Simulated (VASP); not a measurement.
# NbCd3 (P6_3/mcm) in VASP: single point with PBE

Aim: the single point of NbCd3 with PBE.

Everything below comes from runs of VASP 6.6.1. Logs are shortened: lines on timing, memory, paths and dates and some standing lists are left out, and cuts for length are marked.

## Step 1: The cell of the first run

Symmetry: P6_3/mcm, No. 193, hexagonal system. The conventional cell has a = 5.814 Å, b = 5.814 Å, c = 5.252 Å, α = 90.00°, β = 90.00°, γ = 120.00°. Within 3.0 Å of Nb (site symmetry -3m) lie 6 Cd at 2.24 Å and 2 Nb at 2.63 Å. Within 3.0 Å of Cd (site symmetry m2m) lie 2 Nb at 2.24 Å.

## Step 2: Single point, PBE

The input, INCAR:

```
ALGO = Fast
EDIFF = 1E-7
ENCUT = 520
GGA = PE
ISIF = 2
ISMEAR = 0
LASPH = True
LCHARG = True
LELF = True
LREAL = False
LVHAR = True
LWAVE = False
NBANDS = 59
NELM = 100
PREC = Accurate
SIGMA = 0.1
```

The input, KPOINTS:

```
k-points
0
Gamma
  6 6 4
```

The input, POSCAR:

```
NbCd3
1.0
    5.8135446976      0.0000000000      0.0000000000
   -2.9067723489      5.0346773942      0.0000000000
    0.0000000000      0.0000000000      5.2519406017
Nb Cd
2 6
Direct
    0.0000000000      0.0000000000      0.0000000000
    0.0000000000      0.0000000000      0.5000000000
    0.3115000000      0.3115000000      0.2500000000
    0.0000000000      0.3115000000      0.7500000000
    0.6885000000      0.0000000000      0.2500000000
    0.6885000000      0.6885000000      0.7500000000
    0.0000000000      0.6885000000      0.2500000000
    0.3115000000      0.0000000000      0.7500000000
```

Potentials or basis: VASP PAW PBE potentials, release 64 (Nb_sv, Cd).

The run is started by

```bash
$ cat potpaw_PBE.64/Nb_sv/POTCAR potpaw_PBE.64/Cd/POTCAR > POTCAR
$ mpirun -np 1 vasp_std > vasp.out
```

OUTCAR:

```text
EDIFF = 1E-7
   ENCUT = 520
   GGA = PE
   ISIF = 2
   ISMEAR = 0
   LASPH = True
   LREAL = False
   NELM = 100
   PREC = Accurate

 ion  position               nearest neighbor table
   1  0.000  0.000  0.000-   3 2.24   6 2.24   5 2.24   8 2.24   7 2.24   4 2.24   2 2.63   2 2.63

   2  0.000  0.000  0.500-   3 2.24   6 2.24   5 2.24   8 2.24   7 2.24   4 2.24   1 2.63   1 2.63

   3  0.312  0.312  0.250-   1 2.24   2 2.24   5 3.14   7 3.14   4 3.19   4 3.19   8 3.19   8 3.19
                             6 3.42   6 3.42   7 3.47   5 3.47   5 3.47   7 3.47
   4  0.000  0.312  0.750-   1 2.24   2 2.24   6 3.14   8 3.14   5 3.19   5 3.19   3 3.19   3 3.19
                             7 3.42   7 3.42   6 3.47   8 3.47   8 3.47   6 3.47
   5  0.688  0.000  0.250-   1 2.24   2 2.24   3 3.14   7 3.14   4 3.19   4 3.19   6 3.19   6 3.19
                             8 3.42   8 3.42   7 3.47   3 3.47   7 3.47   3 3.47
   6  0.688  0.688  0.750-   1 2.24   2 2.24   8 3.14   4 3.14   7 3.19   7 3.19   5 3.19   5 3.19
                             3 3.42   3 3.42   4 3.47   8 3.47   8 3.47   4 3.47
   7  0.000  0.688  0.250-   1 2.24   2 2.24   3 3.14   5 3.14   8 3.19   8 3.19   6 3.19   6 3.19
                             4 3.42   4 3.42   3 3.47   5 3.47   5 3.47   3 3.47
   8  0.312  0.000  0.750-   1 2.24   2 2.24   6 3.14   4 3.14   7 3.19   7 3.19   3 3.19   3 3.19
                             5 3.42   5 3.42   4 3.47   6 3.47   4 3.47   6 3.47

  LATTYP: Found a hexagonal cell.
 ALAT       =     5.8135446976
 C/A-ratio  =     0.9033973032

  Lattice vectors:

 A1 = (   5.8135446976,   0.0000000000,   0.0000000000)
 A2 = (  -2.9067723489,   5.0346773942,   0.0000000000)
 A3 = (   0.0000000000,   0.0000000000,   5.2519406017)

Analysis of symmetry for initial positions (statically):
=====================================================================
 Subroutine PRICEL returns:
 Original cell was already a primitive cell.

 Routine SETGRP: Setting up the symmetry group for a
 hexagonal supercell.

 Subroutine GETGRP returns: Found 24 space group operations
 (whereof 12 operations were pure point group operations)
 out of a pool of 24 trial point group operations.

The static configuration has the point symmetry D_3d.
 The point group associated with its full space group is D_6h.

Analysis of symmetry for dynamics (positions and initial velocities):
=====================================================================
 Subroutine PRICEL returns:
 Original cell was already a primitive cell.

 Routine SETGRP: Setting up the symmetry group for a
 hexagonal supercell.

 Subroutine GETGRP returns: Found 24 space group operations
 (whereof 12 operations were pure point group operations)
 out of a pool of 24 trial point group operations.

The dynamic configuration has the point symmetry D_3d.
 The point group associated with its full space group is D_6h.

 Subroutine INISYM returns: Found 24 space group operations
 (whereof 12 operations are pure point group operations),
 and found     1 'primitive' translations

----------------------------------------------------------------------------------------

                                     Primitive cell

  volume of cell :     153.7207

  direct lattice vectors                    reciprocal lattice vectors
     5.813544698  0.000000000  0.000000000     0.172012095  0.099311229  0.000000000
    -2.906772349  5.034677394  0.000000000     0.000000000  0.198622458  0.000000000
     0.000000000  0.000000000  5.251940602     0.000000000  0.000000000  0.190405809

  length of vectors
     5.813544698  5.813544698  5.251940602     0.198622458  0.198622458  0.190405809

  position of ions in fractional coordinates (direct lattice)
     0.000000000  0.000000000  0.000000000
     0.000000000  0.000000000  0.500000000
     0.311500000  0.311500000  0.250000000
     0.000000000  0.311500000  0.750000000
     0.688500000  0.000000000  0.250000000
     0.688500000  0.688500000  0.750000000
     0.000000000  0.688500000  0.250000000
     0.311500000  0.000000000  0.750000000

  ion indices of the primitive-cell ions
   primitive index   ion index
                 1           1
                 2           2
                 3           3
                 4           4
                 5           5
                 6           6
                 7           7
                 8           8

----------------------------------------------------------------------------------------

 KPOINTS: k-points

Automatic generation of k-mesh.
 Grid dimensions read from file:
 generate k-points for:    6    6    4

 Generating k-lattice:

  Cartesian coordinates                     Fractional coordinates (reciprocal lattice)
     0.028668682  0.016551872  0.000000000     0.166666667  0.000000000  0.000000000
     0.000000000  0.033103743  0.000000000     0.000000000  0.166666667  0.000000000
     0.000000000  0.000000000  0.047601452     0.000000000  0.000000000  0.250000000

  Length of vectors
     0.033103743  0.033103743  0.047601452

  Shift w.r.t. Gamma in fractional coordinates (k-lattice)
     0.000000000  0.000000000  0.000000000

 Subroutine IBZKPT returns following result:
 ===========================================

 Found     21 irreducible k-points:

 Following reciprocal coordinates:
            Coordinates               Weight
  0.000000  0.000000  0.000000      1.000000
  0.166667  0.000000  0.000000      6.000000
  0.333333  0.000000  0.000000      6.000000
  0.500000  0.000000  0.000000      3.000000
  0.166667  0.166667  0.000000      6.000000
  0.333333  0.166667  0.000000     12.000000
[... 13 lines left out ...]
  0.333333  0.166667  0.500000     12.000000
  0.333333  0.333333  0.500000      2.000000
   k-points           NKPTS =     21   k-points in BZ     NKDIM =     21   number of bands    NBANDS=     59
   number of dos      NEDOS =    301   number of ions     NIONS =      8
   total plane-waves  NPLWV =  92160
   dimension x,y,z NGX =    48 NGY =   48 NGZ =   40
   dimension x,y,z NGXF=    96 NGYF=   96 NGZF=   80
   ions per type =               2   6
   NGX,Y,Z   is equivalent  to a cutoff of  13.73, 13.73, 12.66 a.u.
   NGXF,Y,Z  is equivalent  to a cutoff of  27.45, 27.45, 25.32 a.u.
 SYSTEM =  unknown system
   PREC   = accura    normal or accurate (medium, high low for compatibility)
   ISTART =      0    job   : 0-new  1-cont  2-samecut
   ICHARG =      2    charge: 1-file 2-atom 10-const
   ISPIN  =      1    spin polarized calculation?
   LNONCOLLINEAR =      F non collinear calculations
   LSORBIT =      F    spin-orbit coupling
   LASPH  =      T    aspherical Exc in radial PAW
   ENCUT  =  520.0 eV  38.22 Ry    6.18 a.u.  10.81 10.81  9.77*2*pi/ulx,y,z
   NELM   =    100;   NELMIN=  2; NELMDL= -5     # of ELM steps
   EDIFF  = 0.1E-06   stopping-criterion for ELM
   LREAL  =      F    real-space projection
   EDIFFG = 0.1E-05   stopping-criterion for IOM
   NSW    =      0    number of steps for IOM
   IBRION =     -1    ionic relax: 0-MD 1-quasi-New 2-CG
   NFREE  =      0    steps in history (QN), initial steepest desc. (CG)
   ISIF   =      2    stress and relaxation
   ISYM   =      2    0-nonsym 1-usesym 2-fastsym
   POTIM  = 0.5000    time-step for ionic-motion
   TEBEG  =    0.0;   TEEND  =   0.0 temperature during run
   PSTRESS=    0.0 pullay stress
   NELECT =      98.0000    total number of electrons
   NUPDOWN=      -1.0000    fix difference up-down
   EMIN   =  10.00;   EMAX   =-10.00  energy-range for DOS
   EFERMI =   0.00;   METHOD = LEGACY
   ISMEAR =     0;   SIGMA  =   0.10  broadening in eV -4-tet -1-fermi 0-gaus
   EFERMI_NEDOS =   21; number of points for ismear=-14 and -15
   IALGO  =     68    algorithm
   IMIX   =      4    mixing-type and parameters
     AMIX     =   0.40;   BMIX     =  1.00
     AMIX_MAG =   1.60;   BMIX_MAG =  1.00
  volume/ion in A,a.u.               =      19.22       129.67
  Fermi-wavevector in a.u.,A,eV,Ry     =   1.408984  2.662594 27.010771  1.985236
  Thomas-Fermi vector in A             =   2.531086
   LORBIT       =      0    0 simple, 1 ext, 2 COOP (PROOUT), +10 PAW based schemes
   GGA     = PE    functional components
   LHFCALC =     F    Hartree Fock is set to
   AEXX    =    0.0000 exact exchange contribution
   IVDW    =     0    specifies the selected vdW correction
   LEPSILON=     F    determine dielectric tensor
   LRPA    =     F    only Hartree local field effects (RPA)
 non-spin polarized calculation
 RMM-DIIS sequential band-by-band and
 Gauss-broadening in eV      SIGMA  =   0.10
  energy-cutoff  :      520.00
  volume of cell :      153.72
 maximum number of plane-waves:      4158
 NGX is ok and might be reduce to    48
   NGX = 21   NGY = 21   NGZ = 19

 number of electron      98.0000048 magnetization

 Free energy of the ion-electron system (eV)
  ---------------------------------------------------
  ext. energy  EPLUGINS =         0.00000000
  ---------------------------------------------------
  free energy    TOTEN  =         2.30232305 eV

  energy without entropy =        2.33319818  energy(sigma->0) =        2.31776062

 E-fermi :   5.4342     XC(G=0): -11.3993

 val. band max:        5.4144097955   @ k =   0.1667   0.1667   0.0000
 cond. band min:       5.4526725863   @ k =   0.3333   0.0000   0.0000
 fundamental gap:      0.0382627908
 Fermi energy:         5.4342463935

 k-point     1 :       0.0000    0.0000    0.0000
  band No.  band energies     occupation
      1     -49.3652      2.00000
      2     -49.0795      2.00000
      3     -26.9711      2.00000
      4     -25.9432      2.00000
      5     -25.9432      2.00000
      6     -25.7201      2.00000
[... 51 lines left out ...]
     58       9.5690      0.00000
     59      10.3628      0.00000

 k-point     2 :       0.1667    0.0000    0.0000
  band No.  band energies     occupation
      1     -49.3652      2.00000
      2     -49.0794      2.00000
      3     -26.9709      2.00000
      4     -25.9438      2.00000
      5     -25.9434      2.00000
      6     -25.7201      2.00000
[... 1174 lines left out ...]
      3     -25.9839      2.00000
      4     -25.9839      2.00000
      5     -25.8335      2.00000
      6     -25.8335      2.00000
[... 51 lines left out ...]
     58      10.2010      0.00000
     59      10.2010      0.00000

------------------------ aborting loop because EDIFF is reached ----------------------------------------

  FORCE on cell =-STRESS in cart. coord.  units (eV):
  Direction    XX          YY          ZZ          XY          YZ          ZX
  --------------------------------------------------------------------------------------
  -------------------------------------------------------------------------------------
  Total       79.1085266     79.1085266     85.9116987     -0.0000000     -0.0000000      0.0000000
  in kB      824.5204072    824.5204072    895.4274822     -0.0000000     -0.0000000      0.0000000
  external PRESSURE =     848.1560989 kB  Pullay stress =       0.0000000 kB

 VOLUME and BASIS-vectors are now :
 -----------------------------------------------------------------------------
  energy-cutoff  :      520.00
  volume of cell :      153.72
      direct lattice vectors                 reciprocal lattice vectors
     5.813544698  0.000000000  0.000000000     0.172012095  0.099311229  0.000000000
    -2.906772349  5.034677394  0.000000000     0.000000000  0.198622458  0.000000000
     0.000000000  0.000000000  5.251940602     0.000000000  0.000000000  0.190405809

 POSITION                                       TOTAL-FORCE (eV/Angst)
 -----------------------------------------------------------------------------------
      0.00000      0.00000      0.00000        -0.000000     -0.000000      0.000000
      0.00000      0.00000      2.62597        -0.000000     -0.000000      0.000000
      0.90546      1.56830      1.31299         7.389443     12.798891      0.000000
     -0.90546      1.56830      3.93896        -7.389443     12.798891      0.000000
      4.00263      0.00000      1.31299       -14.778887     -0.000000      0.000000
      2.00131      3.46638      3.93896        -7.389443    -12.798891     -0.000000
     -2.00131      3.46638      1.31299         7.389443    -12.798891      0.000000
      1.81092      0.00000      3.93896        14.778887     -0.000000     -0.000000
 -----------------------------------------------------------------------------------
    total drift:                                0.000000      0.000000      0.000000

  FREE ENERGIE OF THE ION-ELECTRON SYSTEM (eV)
  ---------------------------------------------------
  free  energy   TOTEN  =         2.3023230525 eV

  energy  without entropy=        2.3331981841  energy(sigma->0) =        2.31776062
```

Run time: 13 min. Hardware: 1 thread of Oxide Virtual Turin-like, shared host; peak memory 0.34 GiB.

Results:

| Item | Value |
| --- | --- |
| Free energy | 2.3023 eV |
| Pressure | 84.8 GPa |
| Largest force | 14.779 eV/Å |
| Band gap on the k mesh | zero (bands 49 and 50 overlap by 0.51 eV) |

Forces on the atoms (eV/Å):
```
Nb    0.000   0.000   0.000
Nb    0.000   0.000   0.000
Cd    7.389  12.799   0.000
Cd   -7.389  12.799   0.000
Cd  -14.779   0.000   0.000
Cd   -7.389 -12.799   0.000
Cd    7.389 -12.799   0.000
Cd   14.779   0.000   0.000
```

Stress tensor (GPa, compression positive):
```
82.45  0.00  0.00
 0.00 82.45  0.00
 0.00  0.00 89.54
```

Caveat: the stress differs along the axes, from 82 to 90 GPa; forces of over 1 eV/Å act on the atoms, so gaps and moduli don't describe the material at rest.

The gap in the log of VASP goes by the Fermi energy; the results here count the filled bands.